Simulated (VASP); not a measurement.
# Mo6H in VASP: further runs

Mo6H is run at these levels: PBE; tasks: single point.

Program: VASP 6.6.1. These are calculated values, not measurements. Logs are shortened: lines on timing, memory, paths and dates and some standing lists are left out, and cuts for length are marked.

## Step 1: The cell of the first run

The cell holds a slab with vacuum, 7 atoms: a = 4.470 Å, b = 4.470 Å, c = 19.760 Å, α = 90.00°, β = 90.00°, γ = 120.00°.

## Step 2: Single point, PBE

INCAR

```
SYSTEM = Mo6H
ALGO = Normal ; DIPOL = 0.5 0.5 0.339
EDIFF = 1E-6 ; ENCUT = 520
GGA = PE ; IDIPOL = 3
ISIF = 2 ; ISMEAR = 0
LASPH = .True. ; LCHARG = .False.
LDIPOL = .True. ; LREAL = .False.
LWAVE = .False. ; NBANDS = 52
NELM = 100 ; PREC = Accurate
SIGMA = 0.1
```

KPOINTS

```
k-points
0
Gamma
  6 6 1
  0 0 0
```

POSCAR

```
Mo6H
1.0
    4.4695765307      0.0000000000      0.0000000000
   -2.2347882654      3.8707668198      0.0000000000
    0.0000000000      0.0000000000     19.7595667350
Mo H
6 1
Direct
    0.6666666667      0.3333333333      0.2024335884
    0.3333333334      0.6666666667      0.2486060831
    0.0000000000      0.0000000000      0.2947785777
    0.6666666667      0.3333333333      0.3368821116
    0.3333333334      0.6666666667      0.3779725564
    0.0000000000      0.0000000000      0.4180034333
    0.1111111111      0.2222222222      0.4954101100
```

Potentials or basis: VASP PAW PBE potentials, release 64 (Mo_sv, H).

On the command line:

```
$ cat potpaw_PBE.64/Mo_sv/POTCAR potpaw_PBE.64/H/POTCAR > POTCAR
$ mpirun -np 1 vasp_std > vasp.out
```

OUTCAR:

```text
SYSTEM = Mo6H
   EDIFF = 1E-6
   ENCUT = 520
   GGA = PE
   ISIF = 2
   ISMEAR = 0
   LASPH = .True.
   LREAL = .False.
   NELM = 100
   PREC = Accurate

 ion  position               nearest neighbor table
   1  0.667  0.333  0.202-   4 2.66   2 2.74   2 2.74   2 2.74   3 3.16   3 3.16   3 3.16
   2  0.333  0.667  0.249-   5 2.56   3 2.74   3 2.74   3 2.74   1 2.74   1 2.74   1 2.74   4 3.11
                             4 3.11   4 3.11
   3  0.000  0.000  0.295-   6 2.43   4 2.71   4 2.71   4 2.71   2 2.74   2 2.74   2 2.74   5 3.06
                             5 3.06   5 3.06   1 3.16   1 3.16   1 3.16
   4  0.667  0.333  0.337-   1 2.66   5 2.71   5 2.71   5 2.71   3 2.71   3 2.71   3 2.71   6 3.04
                             6 3.04   6 3.04   2 3.11   2 3.11   2 3.11
   5  0.333  0.667  0.378-   2 2.56   6 2.70   6 2.70   6 2.70   4 2.71   4 2.71   4 2.71   3 3.06
                             3 3.06   3 3.06
   6  0.000  0.000  0.418-   7 1.75   3 2.43   5 2.70   5 2.70   5 2.70   4 3.04   4 3.04   4 3.04

   7  0.111  0.222  0.495-   6 1.75

  LATTYP: Found a hexagonal cell.
 ALAT       =     4.4695765307
 C/A-ratio  =     4.4209035463

  Lattice vectors:

 A1 = (   4.4695765307,   0.0000000000,   0.0000000000)
 A2 = (  -2.2347882654,   3.8707668198,   0.0000000000)
 A3 = (   0.0000000000,   0.0000000000,  19.7595667350)

Analysis of symmetry for initial positions (statically):
=====================================================================
 Subroutine PRICEL returns:
 Original cell was already a primitive cell.

 Routine SETGRP: Setting up the symmetry group for a
 hexagonal supercell.

 Subroutine GETGRP returns: Found  2 space group operations
 (whereof  2 operations were pure point group operations)
 out of a pool of 24 trial point group operations.

The static configuration has the point symmetry C_1h.

Analysis of symmetry for dynamics (positions and initial velocities):
=====================================================================
 Subroutine PRICEL returns:
 Original cell was already a primitive cell.

 Routine SETGRP: Setting up the symmetry group for a
 hexagonal supercell.

 Subroutine GETGRP returns: Found  2 space group operations
 (whereof  2 operations were pure point group operations)
 out of a pool of 24 trial point group operations.

The dynamic configuration has the point symmetry C_1h.

 Subroutine INISYM returns: Found  2 space group operations
 (whereof  2 operations are pure point group operations),
 and found     1 'primitive' translations

----------------------------------------------------------------------------------------

                                     Primitive cell

  volume of cell :     341.8541

  direct lattice vectors                    reciprocal lattice vectors
     4.469576531  0.000000000  0.000000000     0.223734842  0.129173371  0.000000000
    -2.234788265  3.870766820  0.000000000     0.000000000  0.258346743  0.000000000
     0.000000000  0.000000000 19.759566735     0.000000000  0.000000000  0.050608397

  length of vectors
     4.469576531  4.469576531 19.759566735     0.258346743  0.258346743  0.050608397

  position of ions in fractional coordinates (direct lattice)
     0.666666667  0.333333333  0.202433588
     0.333333333  0.666666667  0.248606083
     0.000000000  0.000000000  0.294778578
     0.666666667  0.333333333  0.336882112
     0.333333333  0.666666667  0.377972556
     0.000000000  0.000000000  0.418003433
     0.111111111  0.222222222  0.495410110

  ion indices of the primitive-cell ions
   primitive index   ion index
                 1           1
                 2           2
                 3           3
                 4           4
                 5           5
                 6           6
                 7           7

----------------------------------------------------------------------------------------

 KPOINTS: k-points

Automatic generation of k-mesh.
 Grid dimensions read from file:
 generate k-points for:    6    6    1

 Generating k-lattice:

  Cartesian coordinates                     Fractional coordinates (reciprocal lattice)
     0.037289140  0.021528895  0.000000000     0.166666667  0.000000000  0.000000000
     0.000000000  0.043057790  0.000000000     0.000000000  0.166666667  0.000000000
     0.000000000  0.000000000  0.050608397     0.000000000  0.000000000  1.000000000

  Length of vectors
     0.043057790  0.043057790  0.050608397

  Shift w.r.t. Gamma in fractional coordinates (k-lattice)
     0.000000000  0.000000000  0.000000000

 Subroutine IBZKPT returns following result:
 ===========================================

 Found     13 irreducible k-points:

 Following reciprocal coordinates:
            Coordinates               Weight
  0.000000  0.000000  0.000000      1.000000
  0.166667 -0.000000  0.000000      4.000000
  0.000000  0.166667  0.000000      2.000000
  0.333333  0.000000  0.000000      4.000000
  0.000000  0.333333  0.000000      2.000000
  0.500000 -0.000000  0.000000      2.000000
  0.000000  0.500000  0.000000      1.000000
  0.166667  0.166667  0.000000      4.000000
 -0.333333  0.166667  0.000000      2.000000
  0.333333  0.166667  0.000000      4.000000
 -0.166667  0.500000  0.000000      4.000000
  0.500000  0.333333  0.000000      4.000000
  0.333333  0.333333  0.000000      2.000000
   k-points           NKPTS =     13   k-points in BZ     NKDIM =     13   number of bands    NBANDS=     52
   number of dos      NEDOS =    301   number of ions     NIONS =      7
   total plane-waves  NPLWV = 194400
   dimension x,y,z NGX =    36 NGY =   36 NGZ =  150
   dimension x,y,z NGXF=    72 NGYF=   72 NGZF=  300
   ions per type =               6   1
   NGX,Y,Z   is equivalent  to a cutoff of  13.39, 13.39, 12.62 a.u.
   NGXF,Y,Z  is equivalent  to a cutoff of  26.78, 26.78, 25.24 a.u.
 SYSTEM =  Mo6H
   PREC   = accura    normal or accurate (medium, high low for compatibility)
   ISTART =      0    job   : 0-new  1-cont  2-samecut
   ICHARG =      2    charge: 1-file 2-atom 10-const
   ISPIN  =      1    spin polarized calculation?
   LNONCOLLINEAR =      F non collinear calculations
   LSORBIT =      F    spin-orbit coupling
   LASPH  =      T    aspherical Exc in radial PAW
   ENCUT  =  520.0 eV  38.22 Ry    6.18 a.u.   8.31  8.31 36.74*2*pi/ulx,y,z
   NELM   =    100;   NELMIN=  2; NELMDL= -5     # of ELM steps
   EDIFF  = 0.1E-05   stopping-criterion for ELM
   LREAL  =      F    real-space projection
   EDIFFG = 0.1E-04   stopping-criterion for IOM
   NSW    =      0    number of steps for IOM
   IBRION =     -1    ionic relax: 0-MD 1-quasi-New 2-CG
   NFREE  =      0    steps in history (QN), initial steepest desc. (CG)
   ISIF   =      2    stress and relaxation
   ISYM   =      2    0-nonsym 1-usesym 2-fastsym
   POTIM  = 0.5000    time-step for ionic-motion
   TEBEG  =    0.0;   TEEND  =   0.0 temperature during run
   PSTRESS=    0.0 pullay stress
   NELECT =      85.0000    total number of electrons
   NUPDOWN=      -1.0000    fix difference up-down
   EMIN   =  10.00;   EMAX   =-10.00  energy-range for DOS
   EFERMI =   0.00;   METHOD = LEGACY
   ISMEAR =     0;   SIGMA  =   0.10  broadening in eV -4-tet -1-fermi 0-gaus
   EFERMI_NEDOS =   21; number of points for ismear=-14 and -15
   IALGO  =     38    algorithm
   IMIX   =      4    mixing-type and parameters
     AMIX     =   0.40;   BMIX     =  1.00
     AMIX_MAG =   1.60;   BMIX_MAG =  1.00
  volume/ion in A,a.u.               =      48.84       329.56
  Fermi-wavevector in a.u.,A,eV,Ry     =   1.029440  1.945359 14.418718  1.059746
  Thomas-Fermi vector in A             =   2.163487
   LORBIT       =      0    0 simple, 1 ext, 2 COOP (PROOUT), +10 PAW based schemes
   GGA     = PE    functional components
   LHFCALC =     F    Hartree Fock is set to
   AEXX    =    0.0000 exact exchange contribution
   IVDW    =     0    specifies the selected vdW correction
   LEPSILON=     F    determine dielectric tensor
   LRPA    =     F    only Hartree local field effects (RPA)
 non-spin polarized calculation
 Gauss-broadening in eV      SIGMA  =   0.10
  energy-cutoff  :      520.00
  volume of cell :      341.85
 maximum number of plane-waves:      9223
 NGX is ok and might be reduce to    36
   NGX = 17   NGY = 17   NGZ = 73

 dipolmoment           0.000000      0.000000     -0.529487 electrons x Angstroem

 number of electron      85.0000006 magnetization

 dipolmoment           0.000000      0.000000      0.168877 electrons x Angstroem

 Free energy of the ion-electron system (eV)
  ---------------------------------------------------
  ext. energy  EPLUGINS =         0.00000000
  ---------------------------------------------------
  free energy    TOTEN  =       -61.95675196 eV

  energy without entropy =      -61.91407691  energy(sigma->0) =      -61.93541444

 E-fermi :   0.3322     XC(G=0):  -4.9040

 val. band max:        0.2996978404   @ k =   0.1667   0.1667   0.0000
 cond. band min:       0.3699863543   @ k =  -0.3333   0.1667   0.0000
 fundamental gap:      0.0702885140
 Fermi energy:         0.3322485211

 k-point     1 :       0.0000    0.0000    0.0000
  band No.  band energies     occupation
      1     -60.8057      2.00000
      2     -60.5741      2.00000
      3     -60.5366      2.00000
      4     -60.4969      2.00000
      5     -60.3492      2.00000
      6     -60.2440      2.00000
[... 44 lines left out ...]
     51       2.4090      0.00000
     52       2.4651      0.00000

 k-point     2 :       0.1667   -0.0000    0.0000
  band No.  band energies     occupation
      1     -60.7842      2.00000
      2     -60.5727      2.00000
      3     -60.5434      2.00000
      4     -60.4997      2.00000
      5     -60.3564      2.00000
      6     -60.2512      2.00000
[... 44 lines left out ...]
     51       2.3541      0.00000
     52       2.4723      0.00000
[... 548 lines left out ...]
     51       2.0379      0.00000
     52       2.2706      0.00000

 k-point    13 :       0.3333    0.3333    0.0000
  band No.  band energies     occupation
      1     -60.6336      2.00000
      2     -60.6290      2.00000
      3     -60.6014      2.00000
      4     -60.4808      2.00000
      5     -60.3897      2.00000
      6     -60.2769      2.00000
[... 44 lines left out ...]
     51       1.9873      0.00000
     52       2.2520      0.00000

------------------------ aborting loop because EDIFF is reached ----------------------------------------

 vacuum level on the upper side and lower side of the slab       (xc-potential included)         0.851        -0.869

  FORCE on cell =-STRESS in cart. coord.  units (eV):
  Direction    XX          YY          ZZ          XY          YZ          ZX
  --------------------------------------------------------------------------------------
  -------------------------------------------------------------------------------------
  Total       -4.8006247     -4.7208835     -0.2603015      0.0000000      1.6677952     -0.0000000
  in kB      -22.4992238    -22.1254982     -1.2199626      0.0000000      7.8165029     -0.0000000
  external PRESSURE =     -15.2815615 kB  Pullay stress =       0.0000000 kB

 VOLUME and BASIS-vectors are now :
 -----------------------------------------------------------------------------
  energy-cutoff  :      520.00
  volume of cell :      341.85
      direct lattice vectors                 reciprocal lattice vectors
     4.469576531  0.000000000  0.000000000     0.223734842  0.129173371  0.000000000
    -2.234788265  3.870766820  0.000000000     0.000000000  0.258346743  0.000000000
     0.000000000  0.000000000 19.759566735     0.000000000  0.000000000  0.050608397

 POSITION                                       TOTAL-FORCE (eV/Angst)
 -----------------------------------------------------------------------------------
      2.23479      1.29026      4.00000        -0.000000      0.068263      1.697335
      0.00000      2.58051      4.91235         0.000000     -0.164245     -0.301494
      0.00000      0.00000      5.82470        -0.000000      0.232015     -2.248214
      2.23479      1.29026      6.65664         0.000000     -0.329517     -0.616411
      0.00000      2.58051      7.46857         0.000000     -0.270617      0.601278
      0.00000      0.00000      8.25957         0.000000     -0.340918      0.861272
     -0.00000      0.86017      9.78909        -0.000000      0.805019      0.006234
 -----------------------------------------------------------------------------------
    total drift:                               -0.000002      0.000027     -0.000110

  FREE ENERGIE OF THE ION-ELECTRON SYSTEM (eV)
  ---------------------------------------------------
  free  energy   TOTEN  =       -61.9567519625 eV

  energy  without entropy=      -61.9140769144  energy(sigma->0) =      -61.93541444

 vacuum level on the upper side and lower side of the slab         5.619         3.780
```

Wall time 9.7 min (1 thread of Intel Xeon 6975P-C, shared host); peak memory 0.55 GiB.

Results:

| Quantity | Value |
| --- | --- |
| Free energy | -61.9568 eV |
| Largest force | 2.260 eV/Å |

Forces in eV/Å, atoms in the order of the input:
```
Mo   0.000  0.068  1.697
Mo   0.000 -0.164 -0.301
Mo   0.000  0.232 -2.248
Mo   0.000 -0.330 -0.616
Mo   0.000 -0.271  0.601
Mo   0.000 -0.341  0.861
H    0.000  0.805  0.006
```

Levels at points of the mesh, in eV from the Fermi level:
| k point | band 39 | band 40 | band 41 | band 42 | band 43 | band 44 | band 45 | band 46 | band 47 | band 48 |
| --- | --- | --- | --- | --- | --- | --- | --- | --- | --- | --- |
| (0.00, 0.00, 0.00) | -1.22 | -1.22 | -1.20 | -1.17 | -0.53 | 0.47 | 1.17 | 1.17 | 1.31 | 1.47 |
| (0.50, 0.00, 0.00) | -1.35 | -1.11 | -0.58 | -0.06 | 0.07 | 0.25 | 0.32 | 0.84 | 1.43 | 1.49 |
| (0.00, 0.50, 0.00) | -1.42 | -1.01 | -0.48 | -0.17 | 0.06 | 0.07 | 0.75 | 1.08 | 1.28 | 1.57 |

## Step 3: Single point, PBE

INCAR

```
PREC = Accurate ; ENCUT = 520
EDIFF = 1E-6 ; ISMEAR = 0
SIGMA = 0.1 ; LREAL = F
LASPH = T ; NELM = 80
ALGO = Normal ; ISIF = 2
LWAVE = F ; LCHARG = F
LDIPOL = T ; IDIPOL = 3
DIPOL = 0.5 0.5 0.339 ; GGA = PE
NBANDS = 52
```

KPOINTS

```
Automatic mesh
0
Gamma
  6 6 1
```

POSCAR

```
Mo6H
1.0
    4.4695765307      0.0000000000      0.0000000000
   -2.2347882654      3.8707668198      0.0000000000
    0.0000000000      0.0000000000     19.7595667350
Mo H
6 1
Direct
    0.6666666667      0.3333333333      0.2024335884
    0.3333333333      0.6666666666      0.2486060831
    0.0000000000      0.0000000000      0.2947785777
    0.6666666667      0.3333333333      0.3368821116
    0.3333333333      0.6666666666      0.3779725564
    0.0000000000      0.0000000000      0.4180034333
    0.2222222222      0.1111111111      0.4959714367
```

Potentials or basis: VASP PAW PBE potentials, release 64 (Mo_sv, H).

On the command line:

```
$ cat potpaw_PBE.64/Mo_sv/POTCAR potpaw_PBE.64/H/POTCAR > POTCAR
$ mpirun -np 1 vasp_std > vasp.out
```

Wall time 10 min (1 thread of Intel Xeon 6975P-C, shared host); peak memory 0.55 GiB.

The run converged. Its results:

```
Free energy   : -61.8524 eV
Largest force : 2.312 eV/Å
```

Forces in eV/Å, atoms in the order of the input:
```
Mo   0.001  0.001  1.759
Mo  -0.066 -0.038 -0.315
Mo   0.319  0.184 -2.282
Mo  -0.141 -0.081 -0.723
Mo  -0.278 -0.160  0.409
Mo  -0.203 -0.117  1.144
H    0.367  0.212  0.007
```

Levels at points of the mesh, in eV from the Fermi level:
```
           k point  band 39  band 40  band 41  band 42  band 43  band 44  band 45  band 46
(0.00, 0.00, 0.00)    -1.22    -1.22    -1.18    -1.16    -0.50     0.49     1.16     1.17
(0.50, 0.00, 0.00)    -1.42    -1.17    -0.59     0.05     0.09     0.24     0.36     0.74
(0.00, 0.50, 0.00)    -1.42    -1.03    -0.35    -0.27     0.07     0.11     0.51     1.00
```
